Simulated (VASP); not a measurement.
Write the native input for VASP 6.6.1 that does the following.

| Property | Result |
| --- | --- |
| Task | single point |
| Functional | PBE |
| Potentials or basis | VASP PAW PBE potentials, release 64 (Na_pv, I) |
| Cutoff | 520 eV |
| k mesh | 6 × 6 × 6 |
| Occupations | fermi-dirac, width 0.02 eV |
| Spin | no spin polarisation |
| Dipole correction | no |
| Further INCAR settings | ALGO = Normal; EDIFF = 1e-06; NBANDS = 14 |

The structure of NaI lies in POSCAR:

```
NaI
1.0
    0.0000000000      3.5431916338      3.7440905994
    3.5431916338      0.0000000000      3.7440905994
    3.5431916338      3.5431916338      0.0000000000
Na I
1 1
Direct
    0.0000000000      0.0000000000      0.0000000000
    0.2500000000      0.2500000000      0.2500000000
```

This cell differs from its parent crystal: uniaxial z strain +5.7%.

These files were run (other wordings do the same):

INCAR

```
PREC     = Accurate       # precision mode
ENCUT    = 520            # plane-wave cutoff, eV
EDIFF    = 1E-6           # SCF threshold, eV
ISMEAR   = -1             # smearing method
SIGMA    = 0.02           # smearing width, eV
LREAL    = False          # projectors in reciprocal space
LASPH    = True           # aspherical terms in the spheres
NELM     = 80             # most SCF steps
ALGO     = Normal         # electronic algorithm
ISIF     = 2              # what is computed and relaxed
LWAVE    = False          # write WAVECAR
LCHARG   = False          # write CHGCAR
GGA      = PE             # functional
NBANDS   = 14             # bands
```

KPOINTS

```
regular mesh
0
Gamma
  6 6 6
```

Potentials or basis: VASP PAW PBE potentials, release 64 (Na_pv, I).

Run with:

```console
$ cat potpaw_PBE.64/Na_pv/POTCAR potpaw_PBE.64/I/POTCAR > POTCAR
$ mpirun -np 1 vasp_std > vasp.out
```

Results of the run:

| Property | Result |
| --- | --- |
| Pressure | -0.2 GPa |
| Band gap on the k mesh | 3.70 eV, direct |

Caveat: the cell differs from its parent crystal (uniaxial z strain +5.7%); spin-orbit coupling is left out, which moves the levels of the heavy elements.

It took 38 s on 1 thread of Intel(R) Xeon(R) Platinum 8488C (Sapphire Rapids), with other jobs on the host, peak memory 0.25 GiB.
